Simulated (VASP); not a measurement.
Set up this calculation in VASP 6.6.1, as the native input.

- Task: single point
- Functional: PBE
- Potentials or basis: VASP PAW PBE potentials, release 64 (B, N)
- Cutoff: 520 eV
- k mesh: 9 × 9 × 6
- Occupations: gaussian, width 0.01 eV
- Spin: no spin polarisation
- Dipole correction: no
- Further INCAR settings: ALGO = Normal; EDIFF = 1e-07; NBANDS = 16

The structure of BN lies in POSCAR:

```
BN
1.0
    2.5248787405      0.0000000000      0.0000000000
   -1.2624393702      2.1866091307      0.0000000000
    0.0000000000      0.0000000000      4.0621164353
B N
2 2
Direct
    0.0000000000      0.0000000000      0.0000000000
    0.0000000000      0.0000000000      0.5000000000
    0.3333333333      0.6666666667      0.2500000000
    0.6666666667      0.3333333333      0.7500000000
```

This cell differs from its parent crystal: volume changed by +3%.

One way to write it, as run:

INCAR

```
SYSTEM = BN
PREC = Accurate
ENCUT = 520
EDIFF = 1E-7
ISMEAR = 0
SIGMA = 0.01
LREAL = .False.
LASPH = .True.
NELM = 60
ALGO = Normal
ISIF = 2
LWAVE = .False.
LCHARG = .False.
GGA = PE
NBANDS = 16
```

KPOINTS

```
Automatic mesh
0
Gamma
  9 9 6
  0 0 0
```

Potentials or basis: VASP PAW PBE potentials, release 64 (B, N).

Launch:

```sh
$ cat potpaw_PBE.64/B/POTCAR potpaw_PBE.64/N/POTCAR > POTCAR
$ mpirun -np 1 vasp_std > vasp.out
```

Results of the run:

- Pressure: -10.6 GPa
- Band gap on the k mesh: 1.35 eV, indirect (least direct gap 4.89 eV)

It took 9.5 s on 1 thread of AMD EPYC 9R45 96-Core Processor (Zen 5) (shared host), peak memory 0.1 GiB.
